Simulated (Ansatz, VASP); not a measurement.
# Be3CdS4 in VASP and in Ansatz

```xyz
8
Lattice="3.4606 -0.0046 -0.0266 -0.0046 3.5395 0.0199 -0.0788 0.0589 10.7274" Properties=species:S:1:pos:R:3 pbc="T T T"
Be    1.7063    1.8490    2.9543
Be   -0.0616    0.0494    5.3701
Be    1.6678    1.8469    7.7639
Cd    3.4568    0.0006   -0.0574
S     1.7877   -0.0715    1.7895
S     1.7087    0.0191    6.5051
S    -0.0529    1.7137    4.2554
S    -0.1157    1.8641    8.9248
```

Change from the starting cell: cell x1, atoms moved at random (sigma 0.05 Å) and cell strained at random (1.5 %), then relaxed without symmetry.

Alike in both runs: task relaxation of cell and atoms; functional PBE; k mesh 4 × 4 × 2; occupations gaussian, width 0.1 eV; no spin polarisation.

|  | VASP | Ansatz |
| --- | --- | --- |
| version | VASP 6.6.1 | Ansatz 0.2.0 |
| potentials or method | VASP PAW PBE potentials, release 64 (Be, Cd, S), cutoff 600 eV | scalar-relativistic, plane waves, PAW |
| valence electrons in the cell | 42 | 50 |

|  | VASP | Ansatz | Ansatz less VASP |
| --- | --- | --- | --- |
| gap on the k mesh at the Fermi level, each at its own relaxed structure (eV) | 2.83 | 2.84 | +0.008 |
| relaxed volume (Å³/atom) | 16.96 | 16.92 | -0.038 |
| relaxed length of the cell vector where the two differ most in proportion (Å) | 3.585 | 3.580 | -0.0048 |

VASP's potentials hold 42 valence electrons a cell and Ansatz's 50, so a difference there can come from the potentials and not from the codes.

The k mesh is coarse, so the values compare programs but aren't converged.
